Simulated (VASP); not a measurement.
# Ga2O3: single point with LDA

Ga2O3:

```
CELL_PARAMETERS angstrom
6.06203 -1.50904 0.00410
6.06203 1.50904 0.00410
-1.37200 0.00000 5.58574
ATOMIC_POSITIONS crystal
Ga 0.09076 0.09076 0.79516
Ga 0.90924 0.90924 0.20484
Ga 0.65888 0.65888 0.31429
Ga 0.34112 0.34112 0.68571
O 0.16571 0.16571 0.10948
O 0.83429 0.83429 0.89052
O 0.17306 0.17306 0.56214
O 0.82694 0.82694 0.43786
O 0.49634 0.49634 0.25569
O 0.50366 0.50366 0.74431
```

```
Program                : VASP 6.6.1
Task                   : single point
Functional             : LDA
Potentials or basis    : VASP PAW LDA potentials, release 64 (Ga_d, O)
Cutoff                 : 520 eV
k mesh                 : 4 × 4 × 4
Occupations            : gaussian, width 0.01 eV
Spin                   : no spin polarisation
Dipole correction      : no
Further INCAR settings : ALGO = Normal; EDIFF = 1e-07; NBANDS = 55
```

- Pressure: 1.9 GPa
- Largest force: 0.068 eV/Å
- Band gap on the k mesh: 2.52 eV

Forces on the atoms (eV/Å):
```
Ga   0.027  0.000 -0.006
Ga  -0.027  0.000  0.006
Ga  -0.006  0.000  0.026
Ga   0.006  0.000 -0.026
O    0.057  0.000  0.025
O   -0.057  0.000 -0.025
O    0.012  0.000 -0.040
O   -0.012  0.000  0.040
O    0.063  0.000  0.025
O   -0.063  0.000 -0.025
```

Stress tensor (GPa, compression positive):
```
1.69 0.00 0.04
0.00 2.08 0.00
0.04 0.00 1.83
```

Levels at points of the mesh, in eV from the valence-band top:
```csv
k point,band 40,band 41,band 42,band 43,band 44,band 45,band 46,band 47,band 48,band 49
"(0.00, 0.00, 0.00)",-0.68,-0.68,-0.50,-0.28,0.00,2.52,5.70,6.65,6.83,7.71
"(0.50, 0.00, 0.00)",-1.33,-0.77,-0.74,-0.46,-0.11,5.60,6.56,7.29,7.50,8.02
"(0.50, 0.50, 0.00)",-1.14,-0.69,-0.67,-0.41,-0.15,4.65,4.93,5.69,6.63,7.94
"(0.00, 0.00, 0.50)",-1.45,-0.71,-0.65,-0.48,-0.29,4.88,4.97,6.81,7.22,7.70
"(0.50, 0.00, 0.50)",-1.28,-1.14,-1.11,-0.76,-0.68,6.94,6.97,7.85,8.02,8.45
"(0.50, 0.50, 0.50)",-0.72,-0.66,-0.60,-0.60,0.00,5.29,5.36,6.34,6.62,6.89
```

Wall time 4.5 min on 1 thread of Intel(R) Xeon(R) Platinum 8488C (Sapphire Rapids), with other jobs on the host, peak memory 0.3 GiB.

Caveat: the k points lie up to 0.54 Å⁻¹ apart. LDA gaps usually lie below the measured ones, often by a third to a half.
